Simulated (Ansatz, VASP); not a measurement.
**CdS: VASP beside Ansatz**

```
Cd S
1.0
     0.00000    2.72691    2.72691
     2.72691    0.00000    2.72691
     2.72691    2.72691    0.00000
Cd S
1 1
Direct
  0.00000 0.00000 0.00849
  0.50000 0.50000 0.47022
```

Change from the starting cell: mode 4 frozen in at -0.081 Å and mode 5 at -0.081 Å (largest displacements).

Alike in both runs: task single point; functional r2SCAN; k mesh 8 × 8 × 8; occupations gaussian, width 0.05 eV; no spin polarisation.

|  | VASP | Ansatz |
| --- | --- | --- |
| version | VASP 6.6.1 | Ansatz 0.2.0 |
| potentials or method | VASP PAW PBE potentials, release 64 (Cd, S), cutoff 520 eV | scalar-relativistic, plane waves, PAW |
| valence electrons in the cell | 18 | 26 |

|  | VASP | Ansatz | Ansatz less VASP |
| --- | --- | --- | --- |
| gap on the k mesh at the Fermi level (eV) | 0.78 | 0.80 | +0.019 |
| least direct gap on the mesh (eV) | 2.31 | 2.35 | +0.034 |
| pressure (GPa) | 1.1 | 0.6 | -0.48 |
| traceless stress, the component that is largest in VASP (GPa) | -0.78 | -0.76 | +0.018 |
| rms of the force components (eV/Å) | 0.166 | 0.159 | -0.0074 |

VASP's potentials were made for PBE, not for r2SCAN. Atom by atom the forces differ by 0.007 eV/Å (rms over components). The functional is the same, so the differences come from potentials, cutoffs and numerics. VASP's potentials hold 18 valence electrons a cell and Ansatz's 26, so a difference there can come from the potentials and not from the codes.
